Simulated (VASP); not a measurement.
# HfN (F-43m) in VASP: notebook, part 2 of 2

VASP 6.6.1. The steps go on from the part before.

### 5 Relaxation of cell and atoms, RPBE

This run uses another cell than the first one, of 14.79 Å³/atom, 0.968 times its volume.

Contents of INCAR:

```
SYSTEM = HfN
PREC     = Accurate       ! precision mode
ENCUT    = 600            ! plane-wave cutoff, eV
EDIFF    = 1E-6           ! SCF threshold, eV
ISMEAR   = -1             ! smearing method
SIGMA    = 0.05           ! smearing width, eV
LREAL    = .False.        ! projectors in reciprocal space
LASPH    = .True.         ! aspherical terms in the spheres
NELM     = 80             ! most SCF steps
ALGO     = Normal         ! electronic algorithm
ISIF     = 3              ! what is computed and relaxed
LWAVE    = .False.        ! write WAVECAR
LCHARG   = .False.        ! write CHGCAR
GGA      = RP             ! functional
IBRION   = 2              ! ionic algorithm
NSW      = 60             ! ionic steps
EDIFFG   = -0.01          ! ionic threshold
```

Contents of KPOINTS:

```
regular mesh
0
Gamma
  9 9 9
  0 0 0
```

Contents of POSCAR:

```
HfN
1.0
    0.0000000000      2.4548220000      2.4548220000
    2.4548220000      0.0000000000      2.4548220000
    2.4548220000      2.4548220000      0.0000000000
Hf N
1 1
Direct
    0.0000000000      0.0000000000      0.0000000000
    0.2500000000      0.2500000000      0.2500000000
```

Potentials or basis: VASP PAW PBE potentials, release 64 (Hf_pv, N).

Started as:

```console
> cat potpaw_PBE.64/Hf_pv/POTCAR potpaw_PBE.64/N/POTCAR > POTCAR
> mpirun -np 1 vasp_std > vasp.out
```

OUTCAR:

```text
SYSTEM = HfN
   PREC = Accurate
   ENCUT = 600
   EDIFF = 1E-6
   ISMEAR = -1
   LREAL = .False.
   LASPH = .True.
   NELM = 80
   ISIF = 3
   GGA = RP
   IBRION = 2
   NSW = 60
   EDIFFG = -0.01

 ion  position               nearest neighbor table
   1  0.000  0.000  0.000-   2 2.13   2 2.13   2 2.13   2 2.13
   2  0.250  0.250  0.250-   1 2.13   1 2.13   1 2.13   1 2.13

  LATTYP: Found a face centered cubic cell.
 ALAT       =     4.9096440000

  Lattice vectors:

 A1 = (   0.0000000000,   2.4548220000,   2.4548220000)
 A2 = (   2.4548220000,   0.0000000000,   2.4548220000)
 A3 = (   2.4548220000,   2.4548220000,   0.0000000000)

Analysis of symmetry for initial positions (statically):
=====================================================================
 Subroutine PRICEL returns:
 Original cell was already a primitive cell.

 Routine SETGRP: Setting up the symmetry group for a
 face centered cubic supercell.

 Subroutine GETGRP returns: Found 24 space group operations
 (whereof 24 operations were pure point group operations)
 out of a pool of 48 trial point group operations.

The static configuration has the point symmetry T_d .

Analysis of symmetry for dynamics (positions and initial velocities):
=====================================================================
 Subroutine PRICEL returns:
 Original cell was already a primitive cell.

 Routine SETGRP: Setting up the symmetry group for a
 face centered cubic supercell.

 Subroutine GETGRP returns: Found 24 space group operations
 (whereof 24 operations were pure point group operations)
 out of a pool of 48 trial point group operations.

The dynamic configuration has the point symmetry T_d .

 Subroutine INISYM returns: Found 24 space group operations
 (whereof 24 operations are pure point group operations),
 and found     1 'primitive' translations

----------------------------------------------------------------------------------------

                                     Primitive cell

  volume of cell :      29.5863

  direct lattice vectors                    reciprocal lattice vectors
     0.000000000  2.454822000  2.454822000    -0.203680756  0.203680756  0.203680756
     2.454822000  0.000000000  2.454822000     0.203680756 -0.203680756  0.203680756
     2.454822000  2.454822000  0.000000000     0.203680756  0.203680756 -0.203680756

  length of vectors
     3.471642566  3.471642566  3.471642566     0.352785417  0.352785417  0.352785417

  position of ions in fractional coordinates (direct lattice)
     0.000000000  0.000000000  0.000000000
     0.250000000  0.250000000  0.250000000

  ion indices of the primitive-cell ions
   primitive index   ion index
                 1           1
                 2           2

----------------------------------------------------------------------------------------

 KPOINTS: regular mesh

Automatic generation of k-mesh.
 Grid dimensions read from file:
 generate k-points for:    9    9    9

 Generating k-lattice:

[... 43 lines left out ...]
   k-points           NKPTS =     35   k-points in BZ     NKDIM =     35   number of bands    NBANDS=     11
   number of dos      NEDOS =    301   number of ions     NIONS =      2
   total plane-waves  NPLWV =  21952
   dimension x,y,z NGX =    28 NGY =   28 NGZ =   28
   dimension x,y,z NGXF=    56 NGYF=   56 NGZF=   56
   ions per type =               1   1
   NGX,Y,Z   is equivalent  to a cutoff of  13.41, 13.41, 13.41 a.u.
   NGXF,Y,Z  is equivalent  to a cutoff of  26.82, 26.82, 26.82 a.u.
 SYSTEM =  HfN
   PREC   = accura    normal or accurate (medium, high low for compatibility)
   ISTART =      0    job   : 0-new  1-cont  2-samecut
   ICHARG =      2    charge: 1-file 2-atom 10-const
   ISPIN  =      1    spin polarized calculation?
   LNONCOLLINEAR =      F non collinear calculations
   LSORBIT =      F    spin-orbit coupling
   LASPH  =      T    aspherical Exc in radial PAW
   ENCUT  =  600.0 eV  44.10 Ry    6.64 a.u.   6.93  6.93  6.93*2*pi/ulx,y,z
   NELM   =     80;   NELMIN=  2; NELMDL= -5     # of ELM steps
   EDIFF  = 0.1E-05   stopping-criterion for ELM
   LREAL  =      F    real-space projection
   EDIFFG = -.1E-01   stopping-criterion for IOM
   NSW    =     60    number of steps for IOM
   IBRION =      2    ionic relax: 0-MD 1-quasi-New 2-CG
   NFREE  =      1    steps in history (QN), initial steepest desc. (CG)
   ISIF   =      3    stress and relaxation
   ISYM   =      2    0-nonsym 1-usesym 2-fastsym
   POTIM  = 0.5000    time-step for ionic-motion
   TEBEG  =    0.0;   TEEND  =   0.0 temperature during run
   PSTRESS=    0.0 pullay stress
   NELECT =      15.0000    total number of electrons
   NUPDOWN=      -1.0000    fix difference up-down
   EMIN   =  10.00;   EMAX   =-10.00  energy-range for DOS
   EFERMI =   0.00;   METHOD = LEGACY
   ISMEAR =    -1;   SIGMA  =   0.05  broadening in eV -4-tet -1-fermi 0-gaus
   EFERMI_NEDOS =   21; number of points for ismear=-14 and -15
   IALGO  =     38    algorithm
   IMIX   =      4    mixing-type and parameters
     AMIX     =   0.40;   BMIX     =  1.00
     AMIX_MAG =   1.60;   BMIX_MAG =  1.00
  volume/ion in A,a.u.               =      14.79        99.83
  Fermi-wavevector in a.u.,A,eV,Ry     =   1.305395  2.466839 23.185087  1.704056
  Thomas-Fermi vector in A             =   2.436267
   LORBIT       =      0    0 simple, 1 ext, 2 COOP (PROOUT), +10 PAW based schemes
   GGA     = RP    functional components
   LHFCALC =     F    Hartree Fock is set to
   AEXX    =    0.0000 exact exchange contribution
   IVDW    =     0    specifies the selected vdW correction
   LEPSILON=     F    determine dielectric tensor
   LRPA    =     F    only Hartree local field effects (RPA)
 conjugate gradient relaxation of ions
 non-spin polarized calculation
  energy-cutoff  :      600.00
  volume of cell :       29.59
 maximum number of plane-waves:      1002
   NGX = 13   NGY = 13   NGZ = 13

--------------------------------------- Ionic step        1  -------------------------------------------

 number of electron      15.0000001 magnetization

 Free energy of the ion-electron system (eV)
  ---------------------------------------------------
  ext. energy  EPLUGINS =         0.00000000
  ---------------------------------------------------
  free energy    TOTEN  =       -20.32940172 eV

  energy without entropy =      -20.32353951  energy(sigma->0) =      -20.32647062

------------------------ aborting loop because EDIFF is reached ----------------------------------------

  FORCE on cell =-STRESS in cart. coord.  units (eV):
  Direction    XX          YY          ZZ          XY          YZ          ZX
  --------------------------------------------------------------------------------------
  -------------------------------------------------------------------------------------
  Total        0.5758542      0.5758542      0.5758542      0.0000000      0.0000000      0.0000000
  in kB       31.1840933     31.1840933     31.1840933      0.0000000      0.0000000      0.0000000
  external PRESSURE =      31.1840933 kB  Pullay stress =       0.0000000 kB
[... 59 lines left out ...]
--------------------------------------- Ionic step        3  -------------------------------------------

 number of electron      14.9999999 magnetization

 Free energy of the ion-electron system (eV)
  ---------------------------------------------------
  ext. energy  EPLUGINS =         0.00000000
  ---------------------------------------------------
  free energy    TOTEN  =       -20.33403452 eV

  energy without entropy =      -20.32797640  energy(sigma->0) =      -20.33100546

 E-fermi :   5.7659     XC(G=0): -11.0370

 val. band max:        5.7543169535   @ k =  -0.2222   0.3333   0.1111
 cond. band min:       5.8349055757   @ k =   0.1111   0.1111   0.0000
 fundamental gap:      0.0805886222
 Fermi energy:         5.7658869272

 k-point     1 :       0.0000    0.0000    0.0000
  band No.  band energies     occupation
      1     -25.4617      2.00000
      2     -25.4617      2.00000
      3     -25.4617      2.00000
      4     -10.3901      2.00000
      5       0.3853      2.00000
      6       0.3853      2.00000
      7       0.3853      2.00000
      8       4.9964      2.00000
      9       8.0230      0.00000
     10       8.0230      0.00000
     11      12.2627      0.00000
[... 309 lines left out ...]
 k-point    24 :       0.4444    0.4444    0.0000
  band No.  band energies     occupation
      1     -25.8814      2.00000
      2     -25.6038      2.00000
      3     -25.6038      2.00000
      4      -9.0490      2.00000
      5      -1.0107      2.00000
      6       2.0892      2.00000
      7       2.0892      2.00000
      8       4.6472      2.00000
      9       8.1444      0.00000
     10       9.7059      0.00000
     11      10.4809      0.00000

 [... further k-points ...]
[... 5 lines left out ...]
  --------------------------------------------------------------------------------------
  -------------------------------------------------------------------------------------
  Total       -0.0021330     -0.0021330     -0.0021330      0.0000000      0.0000000      0.0000000
  in kB       -0.1136377     -0.1136377     -0.1136377      0.0000000      0.0000000      0.0000000
  external PRESSURE =      -0.1136377 kB  Pullay stress =       0.0000000 kB
[... 17 lines left out ...]
  FREE ENERGIE OF THE ION-ELECTRON SYSTEM (eV)
  ---------------------------------------------------
  free  energy   TOTEN  =       -20.3340345175 eV

  energy  without entropy=      -20.3279764046  energy(sigma->0) =      -20.33100546

 reached required accuracy - stopping structural energy minimisation
```

Run time: 17 s. Hardware: 1 thread of Intel Xeon 6975P-C (Granite Rapids), shared host; peak memory 0.17 GiB.

What came out:

| Property | Result |
| --- | --- |
| Free energy | -20.3340 eV |
| Relaxed volume | 15.04 Å³/atom |
| Relaxed cell | a = 3.491 Å, b = 3.491 Å, c = 3.491 Å, α = 60.00°, β = 60.00°, γ = 60.00° |
| Space group after relaxing (to 0.05 Å) | F-43m (No. 216) |
| Energy gained by relaxing | 2.3 meV/atom |
| Ionic steps | 3 |
| Pressure after relaxing | 0.0 GPa |

The path:
```csv
step,energy change (eV),largest force (eV/Å),pressure (GPa),volume (Å³)
1,0.0000,0.0000,3.12,29.59
2,0.0061,0.0000,-4.40,30.84
3,-0.0046,0.0000,-0.01,30.07
```

Final structure:
```xyz
2
Lattice="0.0000 2.4682 2.4682 2.4682 0.0000 2.4682 2.4682 2.4682 0.0000" Properties=species:S:1:pos:R:3 pbc="T T T"
Hf    0.0000    0.0000    0.0000
N     1.2341    1.2341    1.2341
```

Caveat: the PAW data sets were made with another functional, which shifts forces and pressure a little; spin-orbit coupling is left out, which moves the levels of the heavy elements.

### 6 Summary

| task | level | cell | cutoff (eV) | gap on the mesh (eV) | pressure (GPa) | relaxed volume (Å³/atom) |
| --- | --- | --- | --- | --- | --- | --- |
| single point | BLYP | a = 3.509 Å, angles 60.0°, 2 atoms | 520 | none | -0.5 | - |
| single point | r2SCAN | a = 3.459 Å, angles 60.0°, 2 atoms | 520 | none | -1.3 | - |
| relaxation of cell and atoms | PBEsol | relaxed from a = 3.472 Å, angles 60.0°, 2 atoms | 600 | none | -0.1 | 14.35 |
| relaxation of cell and atoms | RPBE | relaxed from a = 3.472 Å, angles 60.0°, 2 atoms | 600 | none | 0.0 | 15.04 |

Alike in all rows: potentials or basis VASP PAW PBE potentials, release 64 (Hf_pv, N); no spin polarisation; k mesh 9 × 9 × 9; smearing fermi-dirac 0.05 eV.

Caveats: the PAW data sets were made with another functional, which shifts forces and pressure a little; spin-orbit coupling is left out, which moves the levels of the heavy elements.

Total energies depend on the potentials used, so only differences within one code and one set of settings carry meaning.
